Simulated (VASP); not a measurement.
# Si3Sn (Cccm) in VASP: a series of runs

Runs on Si3Sn. Level: PBE. Tasks: single point, relaxation of cell and atoms.

All numbers are computed with VASP 6.6.1; they aren't measurements. Logs are shortened: lines on timing, memory, paths and dates and some standing lists are left out, and cuts for length are marked.

## Step 1: The cell of the first run

The structure is orthorhombic, space group Cccm (No. 66). The conventional cell has a = 5.552 Å, b = 7.607 Å, c = 7.535 Å, α = 90.00°, β = 90.00°, γ = 90.00°. Within 3.5 Å of Si (site symmetry 2/m) lie 4 Si at 2.68 Å and 2 Sn at 2.78 Å. Si (site symmetry 2) has 4 Si at 2.45 to 3.10 Å and 2 Sn at 2.68 Å within 3.2 Å. Within 3.5 Å of Sn (site symmetry 2/m) lie 6 Si at 2.68 to 2.78 Å.

## Step 2: Single point, PBE

Contents of INCAR:

```
  ALGO = Normal
  EDIFF = 1E-6
  ENCUT = 520
  GGA = PE
  ISIF = 2
  ISMEAR = 0
  LASPH = True
  LCHARG = True
  LELF = True
  LREAL = False
  LVHAR = True
  LWAVE = False
  NBANDS = 36
  NELM = 60
  PREC = Accurate
  SIGMA = 0.1
```

Contents of KPOINTS:

```
k-points
0
Gamma
  8 8 6
```

Contents of POSCAR:

```
Si3Sn
1.0
    2.7759398798     -3.8034084796      0.0000000000
    2.7759398798      3.8034084796      0.0000000000
    0.0000000000      0.0000000000      7.5345891279
Si Sn
6 2
Direct
    0.0000000000      0.5000000000      0.0000000000
    0.5000000000      0.0000000000      0.5000000000
    0.2789065732      0.2789065732      0.2500000000
    0.7210934268      0.7210934268      0.7500000000
    0.7210934268      0.7210934268      0.2500000000
    0.2789065732      0.2789065732      0.7500000000
    0.5000000000      0.0000000000      0.0000000000
    0.0000000000      0.5000000000      0.5000000000
```

Potentials or basis: VASP PAW PBE potentials, release 64 (Si, Sn_d).

Launch:

```bash
$ cat potpaw_PBE.64/Si/POTCAR potpaw_PBE.64/Sn_d/POTCAR > POTCAR
$ mpirun -np 1 vasp_std > vasp.out
```

OUTCAR:

```text
EDIFF = 1E-6
   ENCUT = 520
   GGA = PE
   ISIF = 2
   ISMEAR = 0
   LASPH = True
   LREAL = False
   NELM = 60
   PREC = Accurate

 ion  position               nearest neighbor table
   1  0.000  0.500  0.000-   3 2.68   4 2.68   5 2.68   6 2.68   7 2.78   7 2.78
   2  0.500  0.000  0.500-   3 2.68   4 2.68   5 2.68   6 2.68   8 2.78   8 2.78
   3  0.279  0.279  0.250-   5 2.45   2 2.68   1 2.68   7 2.68   8 2.68   5 3.10
   4  0.721  0.721  0.750-   6 2.45   2 2.68   1 2.68   7 2.68   8 2.68   6 3.10
   5  0.721  0.721  0.250-   3 2.45   2 2.68   1 2.68   7 2.68   8 2.68   3 3.10
   6  0.279  0.279  0.750-   4 2.45   2 2.68   1 2.68   7 2.68   8 2.68   4 3.10
   7  0.500  0.000  0.000-   3 2.68   4 2.68   5 2.68   6 2.68   1 2.78   1 2.78
   8  0.000  0.500  0.500-   3 2.68   4 2.68   5 2.68   6 2.68   2 2.78   2 2.78

  LATTYP: Found a base centered orthorhombic cell.
 ALAT       =     5.5518797596
 B/A-ratio  =     1.3701335923
 C/A-ratio  =     1.3571239750

  Lattice vectors:

 A1 = (   2.7759398798,  -3.8034084796,   0.0000000000)
 A2 = (   2.7759398798,   3.8034084796,   0.0000000000)
 A3 = (   0.0000000000,   0.0000000000,   7.5345891279)

Analysis of symmetry for initial positions (statically):
=====================================================================
 Subroutine PRICEL returns:
 Original cell was already a primitive cell.

 Routine SETGRP: Setting up the symmetry group for a
 base centered orthorhombic supercell.

 Subroutine GETGRP returns: Found  8 space group operations
 (whereof  4 operations were pure point group operations)
 out of a pool of  8 trial point group operations.

The static configuration has the point symmetry C_2h.
 The point group associated with its full space group is D_2h.

Analysis of symmetry for dynamics (positions and initial velocities):
=====================================================================
 Subroutine PRICEL returns:
 Original cell was already a primitive cell.

 Routine SETGRP: Setting up the symmetry group for a
 base centered orthorhombic supercell.

 Subroutine GETGRP returns: Found  8 space group operations
 (whereof  4 operations were pure point group operations)
 out of a pool of  8 trial point group operations.

The dynamic configuration has the point symmetry C_2h.
 The point group associated with its full space group is D_2h.

[... 108 lines left out ...]
   ENCUT  =  520.0 eV  38.22 Ry    6.18 a.u.   8.76  8.76 14.01*2*pi/ulx,y,z
   NELM   =     60;   NELMIN=  2; NELMDL= -5     # of ELM steps
   EDIFF  = 0.1E-05   stopping-criterion for ELM
   LREAL  =      F    real-space projection
   EDIFFG = 0.1E-04   stopping-criterion for IOM
   NSW    =      0    number of steps for IOM
   IBRION =     -1    ionic relax: 0-MD 1-quasi-New 2-CG
   NFREE  =      0    steps in history (QN), initial steepest desc. (CG)
   ISIF   =      2    stress and relaxation
   ISYM   =      2    0-nonsym 1-usesym 2-fastsym
   POTIM  = 0.5000    time-step for ionic-motion
   TEBEG  =    0.0;   TEEND  =   0.0 temperature during run
   PSTRESS=    0.0 pullay stress
   NELECT =      52.0000    total number of electrons
   NUPDOWN=      -1.0000    fix difference up-down
   EMIN   =  10.00;   EMAX   =-10.00  energy-range for DOS
   EFERMI =   0.00;   METHOD = LEGACY
   ISMEAR =     0;   SIGMA  =   0.10  broadening in eV -4-tet -1-fermi 0-gaus
   EFERMI_NEDOS =   21; number of points for ismear=-14 and -15
   IALGO  =     38    algorithm
   IMIX   =      4    mixing-type and parameters
     AMIX     =   0.40;   BMIX     =  1.00
     AMIX_MAG =   1.60;   BMIX_MAG =  1.00
  volume/ion in A,a.u.               =      19.89       134.21
  Fermi-wavevector in a.u.,A,eV,Ry     =   1.127678  2.131002 17.301951  1.271658
  Thomas-Fermi vector in A             =   2.264365
   LORBIT       =      0    0 simple, 1 ext, 2 COOP (PROOUT), +10 PAW based schemes
   GGA     = PE    functional components
   LHFCALC =     F    Hartree Fock is set to
   AEXX    =    0.0000 exact exchange contribution
   IVDW    =     0    specifies the selected vdW correction
   LEPSILON=     F    determine dielectric tensor
   LRPA    =     F    only Hartree local field effects (RPA)
 non-spin polarized calculation
 Gauss-broadening in eV      SIGMA  =   0.10
  energy-cutoff  :      520.00
  volume of cell :      159.10
 maximum number of plane-waves:      4308
   NGX = 17   NGY = 17   NGZ = 29

 number of electron      52.0000010 magnetization

 Free energy of the ion-electron system (eV)
  ---------------------------------------------------
  ext. energy  EPLUGINS =         0.00000000
  ---------------------------------------------------
  free energy    TOTEN  =       -36.56749385 eV

  energy without entropy =      -36.55253814  energy(sigma->0) =      -36.56001599

 E-fermi :   7.5160     XC(G=0): -10.3001

 val. band max:        7.5139705616   @ k =   0.5000   0.5000   0.3333
 cond. band min:       7.5197766175   @ k =   0.3750  -0.0000   0.1667
 fundamental gap:      0.0058060558
 Fermi energy:         7.5160431010

 k-point     1 :       0.0000    0.0000    0.0000
  band No.  band energies     occupation
      1     -13.8467      2.00000
      2     -13.8435      2.00000
      3     -13.8330      2.00000
      4     -13.8313      2.00000
      5     -13.7750      2.00000
      6     -13.7734      2.00000
[... 925 lines left out ...]
     35      11.4547      0.00000
     36      11.7445      0.00000

 [... further k-points ...]
[... 5 lines left out ...]
  --------------------------------------------------------------------------------------
  -------------------------------------------------------------------------------------
  Total       -0.0475834     -0.0736668     -0.0740037      0.0000000      0.0000000      0.0000000
  in kB       -0.4791737     -0.7418389     -0.7452321      0.0000000      0.0000000      0.0000000
  external PRESSURE =      -0.6554149 kB  Pullay stress =       0.0000000 kB

 VOLUME and BASIS-vectors are now :
 -----------------------------------------------------------------------------
  energy-cutoff  :      520.00
  volume of cell :      159.10
      direct lattice vectors                 reciprocal lattice vectors
     2.775939880 -3.803408480  0.000000000     0.180119175 -0.131461031  0.000000000
     2.775939880  3.803408480  0.000000000     0.180119175  0.131461031  0.000000000
     0.000000000  0.000000000  7.534589128     0.000000000  0.000000000  0.132721238

 POSITION                                       TOTAL-FORCE (eV/Angst)
 -----------------------------------------------------------------------------------
      1.38797      1.90170      0.00000         0.000000     -0.000000      0.000000
      1.38797     -1.90170      3.76729         0.000000     -0.000000      0.000000
      1.54846      0.00000      1.88365        -0.006546     -0.000000      0.000000
      4.00342      0.00000      5.65094         0.006546     -0.000000      0.000000
      4.00342      0.00000      1.88365         0.006546     -0.000000      0.000000
      1.54846      0.00000      5.65094        -0.006546     -0.000000     -0.000000
      1.38797     -1.90170      0.00000        -0.000000      0.000000      0.000000
      1.38797      1.90170      3.76729         0.000000     -0.000000      0.000000
 -----------------------------------------------------------------------------------
    total drift:                                0.000000     -0.000000     -0.000000

  FREE ENERGIE OF THE ION-ELECTRON SYSTEM (eV)
  ---------------------------------------------------
  free  energy   TOTEN  =       -36.5674938462 eV

  energy  without entropy=      -36.5525381386  energy(sigma->0) =      -36.56001599
```

Run time: 3.6 min. Hardware: 1 thread of Intel Xeon Platinum 8488C (Sapphire Rapids), shared host; peak memory 0.5 GiB.

Results:

- Free energy: -36.5675 eV
- Pressure: -0.1 GPa
- Largest force: 0.007 eV/Å
- Band gap on the k mesh: zero (bands 26 and 27 overlap by 2.33 eV)

Forces in eV/Å, atoms in the order of the input:
```
Si   0.000  0.000  0.000
Si   0.000  0.000  0.000
Si  -0.007  0.000  0.000
Si   0.007  0.000  0.000
Si   0.007  0.000  0.000
Si  -0.007  0.000  0.000
Sn   0.000  0.000  0.000
Sn   0.000  0.000  0.000
```

Caveat: spin-orbit coupling is left out, which moves the levels of the heavy elements.

## Step 3: Relaxation of cell and atoms, PBE

Contents of INCAR:

```
SYSTEM = Si3Sn
ALGO = Fast ; EDIFF = 1E-6
EDIFFG = -0.01 ; ENCUT = 600
GGA = PE ; IBRION = 2
ISIF = 3 ; ISMEAR = 0
LASPH = .True. ; LCHARG = .False.
LREAL = .False. ; LWAVE = .False.
NELM = 100 ; NSW = 100
PREC = Accurate ; SIGMA = 0.1
```

Contents of KPOINTS:

```
k-points
0
Gamma
  8 8 6
  0 0 0
```

Contents of POSCAR:

```
Si3Sn
1.0
    2.7815231403     -3.8112006213      0.0000000000
    2.7815231403      3.8112006213      0.0000000000
    0.0000000000      0.0000000000      7.5055492263
Si Sn
6 2
Direct
    0.0000000000      0.5000000000      0.0000000000
    0.5000000000      0.0000000000      0.5000000000
    0.2793444322      0.2793444322      0.2500000000
    0.7206555678      0.7206555678      0.7500000000
    0.7206555678      0.7206555678      0.2500000000
    0.2793444322      0.2793444322      0.7500000000
    0.5000000000      0.0000000000      0.0000000000
    0.0000000000      0.5000000000      0.5000000000
```

Potentials or basis: VASP PAW PBE potentials, release 64 (Si, Sn_d).

Launch:

```bash
$ cat potpaw_PBE.64/Si/POTCAR potpaw_PBE.64/Sn_d/POTCAR > POTCAR
$ mpirun -np 1 vasp_std > vasp.out
```

OUTCAR:

```text
SYSTEM = Si3Sn
   EDIFF = 1E-6
   EDIFFG = -0.01
   ENCUT = 600
   GGA = PE
   IBRION = 2
   ISIF = 3
   ISMEAR = 0
   LASPH = .True.
   LREAL = .False.
   NELM = 100
   NSW = 100
   PREC = Accurate

 ion  position               nearest neighbor table
   1  0.000  0.500  0.000-   3 2.68   4 2.68   5 2.68   6 2.68   7 2.78   7 2.78
   2  0.500  0.000  0.500-   3 2.68   4 2.68   5 2.68   6 2.68   8 2.78   8 2.78
   3  0.279  0.279  0.250-   5 2.46   2 2.68   1 2.68   7 2.68   8 2.68   5 3.11
   4  0.721  0.721  0.750-   6 2.46   2 2.68   1 2.68   7 2.68   8 2.68   6 3.11
   5  0.721  0.721  0.250-   3 2.46   2 2.68   1 2.68   7 2.68   8 2.68   3 3.11
   6  0.279  0.279  0.750-   4 2.46   2 2.68   1 2.68   7 2.68   8 2.68   4 3.11
   7  0.500  0.000  0.000-   3 2.68   4 2.68   5 2.68   6 2.68   1 2.78   1 2.78
   8  0.000  0.500  0.500-   3 2.68   4 2.68   5 2.68   6 2.68   2 2.78   2 2.78

  LATTYP: Found a base centered orthorhombic cell.
 ALAT       =     5.5630462806
 B/A-ratio  =     1.3701847618
 C/A-ratio  =     1.3491797206

  Lattice vectors:

 A1 = (   2.7815231403,  -3.8112006213,   0.0000000000)
 A2 = (   2.7815231403,   3.8112006213,   0.0000000000)
 A3 = (   0.0000000000,   0.0000000000,   7.5055492263)

Analysis of symmetry for initial positions (statically):
=====================================================================
[... 193 lines left out ...]
  FORCE on cell =-STRESS in cart. coord.  units (eV):
  Direction    XX          YY          ZZ          XY          YZ          ZX
  --------------------------------------------------------------------------------------
  -------------------------------------------------------------------------------------
  Total       -0.2129054     -0.0584889      0.3171496      0.0000000      0.0000000      0.0000000
  in kB       -2.1435832     -0.5888808      3.1931386      0.0000000      0.0000000      0.0000000
  external PRESSURE =       0.1535582 kB  Pullay stress =       0.0000000 kB
[... 155 lines left out ...]
--------------------------------------- Ionic step        5  -------------------------------------------

 number of electron      52.0000009 magnetization

 Free energy of the ion-electron system (eV)
  ---------------------------------------------------
  ext. energy  EPLUGINS =         0.00000000
  ---------------------------------------------------
  free energy    TOTEN  =       -36.56787941 eV

  energy without entropy =      -36.55301714  energy(sigma->0) =      -36.56044828

 E-fermi :   7.5216     XC(G=0): -10.3021

 val. band max:        7.5009551770   @ k =   0.1250   0.0000   0.5000
 cond. band min:       7.5218930742   @ k =   0.5000   0.5000   0.3333
 fundamental gap:      0.0209378972
 Fermi energy:         7.5216068109

 k-point     1 :       0.0000    0.0000    0.0000
  band No.  band energies     occupation
      1     -13.8420      2.00000
      2     -13.8387      2.00000
      3     -13.8282      2.00000
      4     -13.8265      2.00000
      5     -13.7702      2.00000
      6     -13.7687      2.00000
[... 805 lines left out ...]
     30       9.8683      0.00000
     31      10.3817      0.00000

 [... further k-points ...]
[... 5 lines left out ...]
  --------------------------------------------------------------------------------------
  -------------------------------------------------------------------------------------
  Total        0.0140947      0.0397003     -0.0100540     -0.0000000      0.0000000      0.0000000
  in kB        0.1420097      0.3999978     -0.1012982     -0.0000000      0.0000000      0.0000000
  external PRESSURE =       0.1469031 kB  Pullay stress =       0.0000000 kB
[... 23 lines left out ...]
  FREE ENERGIE OF THE ION-ELECTRON SYSTEM (eV)
  ---------------------------------------------------
  free  energy   TOTEN  =       -36.5678794141 eV

  energy  without entropy=      -36.5530171413  energy(sigma->0) =      -36.56044828

 reached required accuracy - stopping structural energy minimisation
```

CONTCAR:

```text
Si3Sn
   1.00000000000000
     2.7762447360365456   -3.8005490933781161    0.0000000000000000
     2.7762447360365456    3.8005490933781161    0.0000000000000000
     0.0000000000000000    0.0000000000000000    7.5355204619647296
  Si              Sn
     6     2
Direct
     0.0000000000000000    0.5000000000000000    0.0000000000000000
     0.5000000000000000    0.0000000000000000    0.5000000000000000
     0.2790476121163754    0.2790476121163754    0.2500000000000000
     0.7209523878836247    0.7209523878836247    0.7500000000000000
     0.7209523878836247    0.7209523878836247    0.2500000000000000
     0.2790476121163754    0.2790476121163754    0.7500000000000000
     0.5000000000000000    0.0000000000000000    0.0000000000000000
     0.0000000000000000    0.5000000000000000    0.5000000000000000

  0.00000000E+00  0.00000000E+00  0.00000000E+00
  0.00000000E+00  0.00000000E+00  0.00000000E+00
  0.00000000E+00  0.00000000E+00  0.00000000E+00
  0.00000000E+00  0.00000000E+00  0.00000000E+00
  0.00000000E+00  0.00000000E+00  0.00000000E+00
  0.00000000E+00  0.00000000E+00  0.00000000E+00
  0.00000000E+00  0.00000000E+00  0.00000000E+00
  0.00000000E+00  0.00000000E+00  0.00000000E+00
```

Run time: 30 min. Hardware: 1 thread of Oxide Virtual Turin-like, shared host; peak memory 0.57 GiB.

What came out:

* Free energy: -36.5679 eV
* Relaxed volume: 19.88 Å³/atom
* Relaxed cell: a = 4.707 Å, b = 4.707 Å, c = 7.536 Å, α = 90.00°, β = 90.00°, γ = 107.70°
* Space group after relaxing (to 0.1 Å): Cccm (No. 66)
* Energy gained by relaxing: 0.1 meV/atom
* Ionic steps: 5
* Pressure after relaxing: 0.0 GPa
* Largest force after relaxing: 0.009 eV/Å
* Band gap on the k mesh: zero (bands 26 and 27 overlap by 2.32 eV)

Forces in eV/Å, atoms in the order of the input:
```
Si   0.000  0.000  0.000
Si   0.000  0.000  0.000
Si  -0.009  0.000  0.000
Si   0.009  0.000  0.000
Si   0.009  0.000  0.000
Si  -0.009  0.000  0.000
Sn   0.000  0.000  0.000
Sn   0.000  0.000  0.000
```

The path:
| step | energy change (eV) | largest force (eV/Å) | pressure (GPa) | volume (Å³) |
| --- | --- | --- | --- | --- |
| 1 | 0.0000 | 0.0044 | 0.02 | 159.13 |
| 2 | -0.0006 | 0.0140 | -0.02 | 159.18 |
| 3 | -0.0006 | 0.0209 | -0.03 | 159.19 |
| 4 | -0.0008 | 0.0148 | -0.01 | 159.10 |
| 5 | -0.0009 | 0.0093 | 0.01 | 159.02 |

Final structure:
```yaml
crystal:
  lattice:
    - [2.77624, -3.80055, 0.00000]
    - [2.77624, 3.80055, 0.00000]
    - [0.00000, 0.00000, 7.53552]
  atoms:
    - { symbol: Si, position: [0.00000, 0.50000, 0.00000] }
    - { symbol: Si, position: [0.50000, 0.00000, 0.50000] }
    - { symbol: Si, position: [0.27905, 0.27905, 0.25000] }
    - { symbol: Si, position: [0.72095, 0.72095, 0.75000] }
    - { symbol: Si, position: [0.72095, 0.72095, 0.25000] }
    - { symbol: Si, position: [0.27905, 0.27905, 0.75000] }
    - { symbol: Sn, position: [0.50000, 0.00000, 0.00000] }
    - { symbol: Sn, position: [0.00000, 0.50000, 0.50000] }
```

Caveat: spin-orbit coupling is left out, which moves the levels of the heavy elements.
